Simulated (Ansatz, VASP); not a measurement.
CaSe in VASP and in Ansatz

Contents of INCAR:

```
PREC = Accurate
ENCUT = 520
EDIFF = 1E-6
ISMEAR = -1
SIGMA = 0.03
LREAL = F
LASPH = T
NELM = 80
ALGO = Normal
ISIF = 2
LWAVE = F
LCHARG = F
GGA = CA
NBANDS = 15
```

The input KPOINTS:

```
Automatic mesh
0
Gamma
  9 9 9
```

File POSCAR:

```
CaSe
1.0
    0.0000000000      2.9899091295      2.9899091295
    2.9899091295      0.0000000000      2.9899091295
    2.9899091295      2.9899091295      0.0000000000
Ca Se
1 1
Direct
    0.0000000000      0.0000000000      0.0000000000
    0.5000000000      0.5000000000      0.5000000000
```

Input for Ansatz:

```yaml
crystal:
  lattice:
    - [0.0, 2.9899091295, 2.9899091295]
    - [2.9899091295, 0.0, 2.9899091295]
    - [2.9899091295, 2.9899091295, 0.0]
  atoms:
    - { symbol: Ca, position: [0.0, 0.0, 0.0] }
    - { symbol: Se, position: [0.5, 0.5, 0.5] }
kpoints:
  mp_grid: { grid: [9, 9, 9] }
scf:
  occupations: { method: fermi_dirac, width: 0.03 }
hamiltonian:
  xc: lda
  pseudopotentials: { kind: all_electron, lapw: { basis_error: 0.00025 } }
output:
  forces: true
  stress: true
  eigenvalues: true
```

Change from the starting cell: volume scaled by 1.02.

Alike in both runs: task single point; functional LDA; k mesh 9 × 9 × 9; occupations fermi-dirac, width 0.03 eV; no spin polarisation.

|  | VASP | Ansatz |
| --- | --- | --- |
| version | VASP 6.6.1 | Ansatz 0.2.0 |
| potentials or method | VASP PAW LDA potentials, release 64 (Ca_sv, Se), cutoff 520 eV | all-electron LAPW, scalar-relativistic |

Ansatz gave:

* gap on the k mesh at the Fermi level (eV): 1.99
* pressure (GPa): -4.5

**Question.** Which values does VASP return?

**Answer.** gap on the k mesh at the Fermi level (eV): 1.98; pressure (GPa): -4.3.

LDA's correlation is that of Perdew and Zunger in VASP and of Perdew and Wang (1992) in Ansatz. Ansatz ran all-electron here, and VASP with PAW potentials.
